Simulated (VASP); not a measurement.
# Br (Cmce) in VASP: further runs

The runs below take Br through single point, with PBE+D3(BJ).

All numbers are computed with VASP 6.6.1; they aren't measurements. Logs are shortened: lines on timing, memory, paths and dates and some standing lists are left out, and cuts for length are marked.

## (1) The cell of the first run

Symmetry: Cmce, No. 64, orthorhombic system. The conventional cell has a = 7.026 Å, b = 4.162 Å, c = 8.580 Å, α = 90.00°, β = 90.00°, γ = 90.00°. Within 3.2 Å of Br (site symmetry m) lie 3 Br at 2.40 to 3.06 Å.

## (2) Single point, PBE+D3(BJ)

INCAR reads:

```
PREC = Accurate
ENCUT = 520
EDIFF = 1E-6
ISMEAR = -1
SIGMA = 0.05
LREAL = False
LASPH = True
NELM = 60
ALGO = Normal
ISIF = 2
LWAVE = False
LCHARG = False
GGA = PE
IVDW = 12
NBANDS = 22
```

KPOINTS reads:

```
regular mesh
0
Gamma
  7 7 3
```

POSCAR reads:

```
Br
1.0
    3.5128097263     -2.0812477193      0.0000000000
    3.5128097263      2.0812477193      0.0000000000
    0.0000000000      0.0000000000      8.5803230402
Br
4
Direct
    0.3496731888      0.6503268112      0.3808854053
    0.1503268112      0.8496731888      0.8808854053
    0.6503268112      0.3496731888      0.6191145947
    0.8496731888      0.1503268112      0.1191145947
```

Potentials or basis: VASP PAW PBE potentials, release 64 (Br).

Started as:

```console
> cat potpaw_PBE.64/Br/POTCAR > POTCAR
> mpirun -np 1 vasp_std > vasp.out
```

OUTCAR:

```text
PREC = Accurate
   ENCUT = 520
   EDIFF = 1E-6
   ISMEAR = -1
   LREAL = False
   LASPH = True
   NELM = 60
   ISIF = 2
   GGA = PE
   IVDW = 12
 IVDW          = 12

 ion  position               nearest neighbor table
   1  0.350  0.650  0.381-   3 2.40
   2  0.150  0.850  0.881-   4 2.40
   3  0.650  0.350  0.619-   1 2.40
   4  0.850  0.150  0.119-   2 2.40

  LATTYP: Found a base centered orthorhombic cell.
 ALAT       =     4.1624954386
 B/A-ratio  =     1.6878383547
 C/A-ratio  =     2.0613411274

  Lattice vectors:

 A1 = (  -3.5128097263,  -2.0812477193,   0.0000000000)
 A2 = (   3.5128097263,  -2.0812477193,   0.0000000000)
 A3 = (   0.0000000000,   0.0000000000,   8.5803230402)

Analysis of symmetry for initial positions (statically):
=====================================================================
 Subroutine PRICEL returns:
 Original cell was already a primitive cell.

 Routine SETGRP: Setting up the symmetry group for a
 base centered orthorhombic supercell.

 Subroutine GETGRP returns: Found  8 space group operations
 (whereof  4 operations were pure point group operations)
 out of a pool of  8 trial point group operations.

The static configuration has the point symmetry C_2h.
 The point group associated with its full space group is D_2h.

Analysis of symmetry for dynamics (positions and initial velocities):
=====================================================================
 Subroutine PRICEL returns:
 Original cell was already a primitive cell.

 Routine SETGRP: Setting up the symmetry group for a
 base centered orthorhombic supercell.

 Subroutine GETGRP returns: Found  8 space group operations
 (whereof  4 operations were pure point group operations)
 out of a pool of  8 trial point group operations.

The dynamic configuration has the point symmetry C_2h.
 The point group associated with its full space group is D_2h.

 Subroutine INISYM returns: Found  8 space group operations
 (whereof  4 operations are pure point group operations),
 and found     1 'primitive' translations

[... 91 lines left out ...]
   ICHARG =      2    charge: 1-file 2-atom 10-const
   ISPIN  =      1    spin polarized calculation?
   LNONCOLLINEAR =      F non collinear calculations
   LSORBIT =      F    spin-orbit coupling
   LASPH  =      T    aspherical Exc in radial PAW
   ENCUT  =  520.0 eV  38.22 Ry    6.18 a.u.   7.59  7.59 15.95*2*pi/ulx,y,z
   NELM   =     60;   NELMIN=  2; NELMDL= -5     # of ELM steps
   EDIFF  = 0.1E-05   stopping-criterion for ELM
   LREAL  =      F    real-space projection
   EDIFFG = 0.1E-04   stopping-criterion for IOM
   NSW    =      0    number of steps for IOM
   IBRION =     -1    ionic relax: 0-MD 1-quasi-New 2-CG
   NFREE  =      0    steps in history (QN), initial steepest desc. (CG)
   ISIF   =      2    stress and relaxation
   ISYM   =      2    0-nonsym 1-usesym 2-fastsym
   POTIM  = 0.5000    time-step for ionic-motion
   TEBEG  =    0.0;   TEEND  =   0.0 temperature during run
   PSTRESS=    0.0 pullay stress
   NELECT =      28.0000    total number of electrons
   NUPDOWN=      -1.0000    fix difference up-down
   EMIN   =  10.00;   EMAX   =-10.00  energy-range for DOS
   EFERMI =   0.00;   METHOD = LEGACY
   ISMEAR =    -1;   SIGMA  =   0.05  broadening in eV -4-tet -1-fermi 0-gaus
   EFERMI_NEDOS =   21; number of points for ismear=-14 and -15
   IALGO  =     38    algorithm
   IMIX   =      4    mixing-type and parameters
     AMIX     =   0.40;   BMIX     =  1.00
     AMIX_MAG =   1.60;   BMIX_MAG =  1.00
  volume/ion in A,a.u.               =      31.37       211.66
  Fermi-wavevector in a.u.,A,eV,Ry     =   0.993017  1.876531 13.416479  0.986083
  Thomas-Fermi vector in A             =   2.124870
   LORBIT       =      0    0 simple, 1 ext, 2 COOP (PROOUT), +10 PAW based schemes
   GGA     = PE    functional components
   LHFCALC =     F    Hartree Fock is set to
   AEXX    =    0.0000 exact exchange contribution
   IVDW    =    12    specifies the selected vdW correction
   LEPSILON=     F    determine dielectric tensor
   LRPA    =     F    only Hartree local field effects (RPA)
 non-spin polarized calculation
  energy-cutoff  :      520.00
  volume of cell :      125.46
 maximum number of plane-waves:      3401
   NGX = 15   NGY = 15   NGZ = 31

 number of electron      27.9999995 magnetization

 Free energy of the ion-electron system (eV)
  ---------------------------------------------------
  ext. energy  EPLUGINS =         0.00000000
  ---------------------------------------------------
  free energy    TOTEN  =        -6.47385534 eV

  energy without entropy =       -6.47385508  energy(sigma->0) =       -6.47385521

 E-fermi :   0.9628     XC(G=0):  -8.2376

 val. band max:        0.3285762810   @ k =   0.0000   0.0000   0.0000
 cond. band min:       1.6679098410   @ k =   0.4286   0.4286   0.0000
 fundamental gap:      1.3393335600
 Fermi energy:         0.9628314581

 k-point     1 :       0.0000    0.0000    0.0000
  band No.  band energies     occupation
      1     -15.5718      2.00000
      2     -14.9006      2.00000
      3     -13.4492      2.00000
      4     -12.2262      2.00000
      5      -4.7708      2.00000
      6      -3.2723      2.00000
[... 589 lines left out ...]
     21      10.5543      0.00000
     22      11.0058      0.00000

 [... further k-points ...]

------------------------ aborting loop because EDIFF is reached ----------------------------------------

 Edisp (eV)   -0.91673

 E8    (eV) :    -0.3628

  FORCE on cell =-STRESS in cart. coord.  units (eV):
  Direction    XX          YY          ZZ          XY          YZ          ZX
  --------------------------------------------------------------------------------------
  -------------------------------------------------------------------------------------
  Total      -0.07550    -0.08442    -0.05737     0.00000     0.00000     0.00000
  in kB      -0.96413    -1.07802    -0.73268     0.00000     0.00000     0.00000
  external pressure =       -0.92 kB  Pullay stress =        0.00 kB

 VOLUME and BASIS-vectors are now :
 -----------------------------------------------------------------------------
  energy-cutoff  :      520.00
  volume of cell :      125.46
      direct lattice vectors                 reciprocal lattice vectors
     3.512809726 -2.081247719  0.000000000     0.142336203 -0.240240504  0.000000000
     3.512809726  2.081247719  0.000000000     0.142336203  0.240240504  0.000000000
     0.000000000  0.000000000  8.580323040     0.000000000  0.000000000  0.116545729

 POSITION                                       TOTAL-FORCE (eV/Angst)
 -----------------------------------------------------------------------------------
      3.51281      0.62573      3.26812         0.000000      0.003161      0.000545
      3.51281      1.45551      7.55828         0.000000     -0.003161      0.000545
      3.51281     -0.62573      5.31220         0.000000     -0.003161     -0.000545
      3.51281     -1.45551      1.02204         0.000000      0.003161     -0.000545
 -----------------------------------------------------------------------------------
    total drift:                                0.000000      0.000000     -0.000000

  FREE ENERGIE OF THE ION-ELECTRON SYSTEM (eV)
  ---------------------------------------------------
  free  energy   TOTEN  =        -7.3905899226 eV

  energy  without entropy=       -7.3905896623  energy(sigma->0) =       -7.39058979
```

stdout:

```text
POSCAR found type information on POSCAR Br
 POSCAR found :  1 types and       4 ions
 scaLAPACK will be used
 LDA part: xc-table for (Slater+PW92), standard interpolation
 POSCAR, INCAR and KPOINTS ok, starting setup
 FFT: planning ... GRIDC
 FFT: planning ... GRID_SOFT
 FFT: planning ... GRID
 WAVECAR not read
 entering main loop
```

It took 84 s on 1 thread of Oxide Virtual Turin-like, shared host; peak memory 0.22 GiB.

Results:

* Free energy: -7.3906 eV
* Pressure: -0.1 GPa
* Largest force: 0.003 eV/Å
* Band gap on the k mesh: 1.34 eV, indirect (least direct gap 1.37 eV)
* Dispersion energy per atom: -0.229 eV

Forces on the atoms (eV/Å):
```
Br   0.000  0.003  0.001
Br   0.000 -0.003  0.001
Br   0.000 -0.003 -0.001
Br   0.000  0.003 -0.001
```

Levels at points of the mesh, in eV from the valence-band top:
```csv
k point,band 12,band 13,band 14,band 15,band 16,band 17
"(0.00, 0.00, 0.00)",-0.58,-0.44,0.00,1.37,2.28,5.92
```

Caveat: three body term missing. A k mesh can miss the band edges.

## (3) Single point, PBE+D3(BJ)

This run uses another cell than the first one, of 33.99 Å³/atom, 1.084 times its volume.

INCAR reads:

```
PREC = Accurate ; ENCUT = 520
EDIFF = 1E-7 ; ISMEAR = -1
SIGMA = 0.05 ; LREAL = F
LASPH = T ; NELM = 100
ALGO = Normal ; ISIF = 2
LWAVE = F ; LCHARG = T
GGA = PE ; IVDW = 12
LELF = T ; LVHAR = T
NBANDS = 22
```

KPOINTS is that of step 2.

POSCAR reads:

```
Br
1.0
    3.3632500000     -2.3225500000      0.0000000000
    3.3632500000      2.3225500000      0.0000000000
    0.0000000000      0.0000000000      8.7023000000
Br
4
Direct
    0.3651000000      0.6349000000      0.3901000000
    0.1349000000      0.8651000000      0.8901000000
    0.6349000000      0.3651000000      0.6099000000
    0.8651000000      0.1349000000      0.1099000000
```

Potentials or basis: VASP PAW PBE potentials, release 64 (Br).

Started as:

```console
> cat potpaw_PBE.64/Br/POTCAR > POTCAR
> mpirun -np 1 vasp_std > vasp.out
```

Run time: 74 s. Hardware: 1 thread of Oxide Virtual Turin-like, shared host; peak memory 0.23 GiB.

Results (log left out):

* Free energy: -7.2113 eV
* Pressure: 0.7 GPa
* Largest force: 0.893 eV/Å
* Band gap on the k mesh: 1.90 eV, indirect (least direct gap 1.92 eV)
* Dispersion energy per atom: -0.210 eV

Forces in eV/Å, atoms in the order of the input:
```
Br   0.000  0.436 -0.780
Br   0.000 -0.436 -0.780
Br   0.000 -0.436  0.780
Br   0.000  0.436  0.780
```

Stress tensor (GPa, compression positive):
```
-0.04  0.00  0.00
 0.00  0.14  0.00
 0.00  0.00  1.95
```

Levels at points of the mesh, in eV from the valence-band top:
| k point | band 12 | band 13 | band 14 | band 15 | band 16 | band 17 |
| --- | --- | --- | --- | --- | --- | --- |
| (0.00, 0.00, 0.00) | -0.34 | -0.06 | -0.02 | 1.90 | 2.65 | 6.00 |

Caveat: three body term missing. A k mesh can miss the band edges.
